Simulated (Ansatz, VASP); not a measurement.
## Two plane-wave programs on CoSn

```
CELL_PARAMETERS angstrom
4.39822 0.00000 0.00000
-2.19911 3.80897 0.00000
0.00000 0.00000 5.02470
ATOMIC_POSITIONS crystal
Co 0.66667 0.33333 0.75000
Co 0.33333 0.66667 0.25000
Sn 0.66667 0.33333 0.25000
Sn 0.33333 0.66667 0.75000
```

Change from the starting cell: species swapped into the CdSe type (P6_3mc, No. 186).

Alike in both runs: functional PBE; k mesh 12 × 12 × 10; occupations gaussian, width 0.1 eV; no spin polarisation.

Ansatz relaxed the structure, and its values are those at the end. VASP's run is a single point on that final structure, the one shown.

|  | VASP | Ansatz |
| --- | --- | --- |
| version | VASP 6.6.1 | Ansatz 0.2.0 |
| potentials or method | VASP PAW PBE potentials, release 64 (Co, Sn_d), cutoff 520 eV | scalar-relativistic, plane waves, PAW |
| valence electrons in the cell | 46 | 62 |

|  | VASP | Ansatz | Ansatz less VASP |
| --- | --- | --- | --- |
| gap on the k mesh at the Fermi level (eV) | none | none | - |
| pressure (GPa) | 0.0 | 0.0 | +0.03 |

A gap of «none» marks a metal or a gap that the smearing closes. VASP's potentials hold 46 valence electrons a cell and Ansatz's 62, so a difference there can come from the potentials and not from the codes.
